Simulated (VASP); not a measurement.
A run of VASP 6.6.1 is set up as follows.

INCAR

```
PREC = Accurate ; ENCUT = 520
EDIFF = 1E-6 ; ISMEAR = -1
SIGMA = 0.05 ; LREAL = F
LASPH = T ; NELM = 100
ALGO = Normal ; ISIF = 2
LWAVE = F ; LCHARG = F
GGA = PE ; NBANDS = 16
```

Contents of KPOINTS:

```
Automatic mesh
0
Gamma
  13 13 13
```

File POSCAR:

```
InAs
1.0
    0.0000000000      3.0290000000      3.0895800000
    3.0290000000      0.0000000000      3.0895800000
    3.0290000000      3.0290000000      0.0000000000
In As
1 1
Direct
    0.0000000000      0.0000000000      0.0000000000
    0.2500000000      0.2500000000      0.2500000000
```

Potentials or basis: VASP PAW PBE potentials, release 64 (In_d, As).

Command:

```console
$ cat potpaw_PBE.64/In_d/POTCAR potpaw_PBE.64/As/POTCAR > POTCAR
$ mpirun -np 1 vasp_std > vasp.out
```

Q: What does it give for the band gap on the k mesh?

A: Zero (filled and empty bands touch).

Q: Predict the pressure.

A: 2.4 GPa.

Stress tensor (GPa, compression positive):
```
2.59 0.00 0.00
0.00 2.59 0.00
0.00 0.00 1.92
```

Caveat: the cell differs from its parent crystal (z stretched by +2 %, then relaxed in part); semilocal functionals underestimate gaps, so a narrow gap can read as zero; spin-orbit coupling is left out, which moves the levels of the heavy elements.
